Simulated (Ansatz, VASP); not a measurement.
**One calculation of Tl, two programs**

Contents of INCAR:

```
PREC     = Accurate       # precision mode
ENCUT    = 520            # plane-wave cutoff, eV
EDIFF    = 1E-8           # SCF threshold, eV
ISMEAR   = -1             # smearing method
SIGMA    = 0.05           # smearing width, eV
LREAL    = F              # projectors in reciprocal space
LASPH    = T              # aspherical terms in the spheres
NELM     = 100            # most SCF steps
ALGO     = Normal         # electronic algorithm
ISIF     = 2              # what is computed and relaxed
LWAVE    = F              # write WAVECAR
LCHARG   = F              # write CHGCAR
GGA      = PS             # functional
LEFG     = T            
NBANDS   = 20             # bands
```

File KPOINTS:

```
regular mesh
0
Gamma
  8 8 8
```

The input POSCAR:

```
Tl
1.0
    0.0000000000      3.4017220227      3.4017220227
    3.4017220227      0.0000000000      3.4017220227
    3.4017220227      3.4017220227      0.0000000000
Tl
2
Direct
   -0.2825000000     -0.0725000000     -0.0725000000
    0.2825000000      0.0725000000      0.0725000000
```

Input for Ansatz:

```yaml
crystal:
  lattice:
    - [0.0, 3.4017220227, 3.4017220227]
    - [3.4017220227, 0.0, 3.4017220227]
    - [3.4017220227, 3.4017220227, 0.0]
  atoms:
    - { symbol: Tl, position: [-0.2825, -0.0725, -0.0725] }
    - { symbol: Tl, position: [0.2825, 0.0725, 0.0725] }
kpoints:
  mp_grid: { grid: [8, 8, 8] }
scf:
  occupations: { method: fermi_dirac, width: 0.05 }
hamiltonian:
  xc: pbesol
  pseudopotentials: { kind: paw }
output:
  forces: true
  stress: true
  eigenvalues: true
  efg: { contact_densities: true }
  populations: true
```

Change from the starting cell: shortest bond scaled by 0.58, PAW files.

Alike in both runs: task electric field gradients; functional PBEsol; k mesh 8 × 8 × 8; occupations fermi-dirac, width 0.05 eV; no spin polarisation.

|  | VASP | Ansatz |
| --- | --- | --- |
| version | VASP 6.6.1 | Ansatz 0.2.0 |
| potentials or method | VASP PAW PBE potentials, release 64 (Tl_d) | PAW with Ansatz's default frozen-core files, scalar-relativistic |
| plane-wave cutoff (eV) | 520 | 420 |
| valence electrons in the cell | 26 | 26 |

|  | VASP | Ansatz | Ansatz less VASP |
| --- | --- | --- | --- |
| pressure (GPa) | 82.1 | 91.6 | +9.45 |
| traceless stress, the component that is largest in VASP (GPa) | -86.02 | -95.61 | -9.595 |
| rms of the force components (eV/Å) | 43.189 | 47.981 | +4.7919 |
| size of Vzz on the site where it differs most (V/Å²) | 900.9 | 428.3 | -472.53 |

VASP's potentials were made for PBE, not for PBEsol. Atom by atom the forces differ by 4.792 eV/Å (rms over components). The pressures are high and differ by over a tenth, so treat them with care.

Neither program's run includes spin-orbit coupling. Noted on VASP's run: the cell as given lies far from equilibrium.
